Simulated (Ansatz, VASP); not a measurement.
**GaAs in VASP and in Ansatz**

```
Ga As
1.0
     0.00000    2.82914    2.82914
     2.82914    0.00000    2.82914
     2.82914    2.82914    0.00000
Ga As
1 1
Cartesian
  0.0000 0.0000 0.0000
  1.4146 1.4146 1.4146
```

Alike in both runs: task single point; functional PBE0; k mesh 6 × 6 × 6; no spin polarisation.

|  | VASP | Ansatz |
| --- | --- | --- |
| version | VASP 6.6.1 | Ansatz 0.2.0 |
| potentials or method | VASP PAW PBE potentials, release 64 (Ga_d, As), cutoff 520 eV | scalar-relativistic, plane waves, PAW |
| occupations | gaussian, width 0.01 eV | fixed |
| valence electrons in the cell | 18 | 28 |

```tsv
	VASP	Ansatz	Ansatz less VASP
gap on the k mesh at the Fermi level (eV)	2.02	1.99	-0.032
least direct gap on the mesh (eV)	2.02	1.99	-0.032
```

VASP's potentials hold 18 valence electrons a cell and Ansatz's 28, so a difference there can come from the potentials and not from the codes.
